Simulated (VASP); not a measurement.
Input of a VASP 6.6.1 run:

Contents of INCAR:

```
PREC = Accurate ; ENCUT = 520
EDIFF = 1E-6 ; ISMEAR = 0
SIGMA = 0.05 ; LREAL = False
LASPH = True ; NELM = 100
ALGO = Normal ; ISIF = 2
LWAVE = False ; LCHARG = False
GGA = PE ; NBANDS = 16
```

KPOINTS

```
Automatic mesh
0
Gamma
  9 9 6
```

POSCAR

```
MgO
1.0
    3.5565000000      0.0000000000      0.0000000000
   -1.7782500000      3.0800193485      0.0000000000
    0.0000000000      0.0000000000      4.4090000000
Mg O
2 2
Direct
    0.6666666667      0.3333333333      0.7500000000
    0.3333333333      0.6666666667      0.2500000000
    0.6666666667      0.3333333333      0.2500000000
    0.3333333333      0.6666666667      0.7500000000
```

Potentials or basis: VASP PAW PBE potentials, release 64 (Mg, O).

Run with:

```sh
$ cat potpaw_PBE.64/Mg/POTCAR potpaw_PBE.64/O/POTCAR > POTCAR
$ mpirun -np 1 vasp_std > vasp.out
```

(1) Predict the band gap on the k mesh.

(2) Estimate the pressure.

Answers

(1) 2.92 eV, direct.

(2) -7.0 GPa.
